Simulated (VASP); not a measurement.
PtSe2, 6 atoms in the cell. The structure is tetragonal, space group P4_2/mnm (No. 136). The conventional cell has a = 5.682 Å, b = 5.682 Å, c = 3.927 Å, α = 90.00°, β = 90.00°, γ = 90.00°. Within 3.3 Å of Pt (site symmetry mmm) lie 6 Se at 2.49 Å. Within 3.3 Å of Se (site symmetry m2m) lie 3 Pt at 2.49 Å and 1 Se at 3.05 Å. 

- Program: VASP 6.6.1
- Task: single point
- Functional: PBE
- Potentials or basis: VASP PAW PBE potentials, release 64 (Pt, Se)
- Cutoff: 520 eV
- k mesh: 4 × 4 × 6
- Occupations: fermi-dirac, width 0.02 eV
- Spin: no spin polarisation
- Dipole correction: no
- Further INCAR settings: ALGO = Normal; EDIFF = 1e-06; NBANDS = 31

Potentials or basis: VASP PAW PBE potentials, release 64 (Pt, Se).

Command:

```bash
$ cat potpaw_PBE.64/Pt/POTCAR potpaw_PBE.64/Se/POTCAR > POTCAR
$ mpirun -np 1 vasp_std > vasp.out
```

Hardware: 1 thread of Intel(R) Xeon(R) 6975P-C (Granite Rapids) (shared host).

How long does it take, and how much memory?

It took 38 s on 1 thread of Intel(R) Xeon(R) 6975P-C (Granite Rapids) (shared host), peak memory 0.25 GiB. Counts: scf iterations 14, k points 24.
